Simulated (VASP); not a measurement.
Mg2Se, 3 atoms in the cell. The structure is cubic, space group F-43m (No. 216). Conventional cell: a = 6.751 Å, b = 6.751 Å, c = 6.751 Å, α = 90.00°, β = 90.00°, γ = 90.00°. Within 3.9 Å of Mg (site symmetry -43m) lie 4 Mg at 2.92 Å and 4 Se at 2.92 Å. Within 3.9 Å of Mg (site symmetry -43m) lie 4 Mg at 2.92 Å and 6 Se at 3.38 Å. Within 3.9 Å of Se (site symmetry -43m) lie 10 Mg at 2.92 to 3.38 Å. 

| Quantity | Value |
| --- | --- |
| Program | VASP 6.6.1 |
| Task | relaxation of cell and atoms |
| Functional | PBE |
| Potentials or basis | VASP PAW PBE potentials, release 64 (Mg, Se) |
| Cutoff | 600 eV |
| k mesh | 10 × 10 × 10 |
| Occupations | gaussian, width 0.01 eV |
| Spin | no spin polarisation |
| Dipole correction | no |
| Further INCAR settings | ALGO = Normal; EDIFF = 1e-06; IBRION = 2; EDIFFG = -0.01; NSW = 80; ISIF = 3 |

Potentials or basis: VASP PAW PBE potentials, release 64 (Mg, Se).

Run with:

```console
$ cat potpaw_PBE.64/Mg/POTCAR potpaw_PBE.64/Se/POTCAR > POTCAR
$ mpirun -np 1 vasp_std > vasp.out
```

Hardware: 1 thread of Intel Xeon 6975P-C (shared host).

Task: How long does it take, and how much memory?

Result: Run time: 35 s on 1 thread of Intel Xeon 6975P-C, with other jobs on the host, peak memory 0.26 GiB. Counts: scf iterations 13, k points 47, ion steps 1.
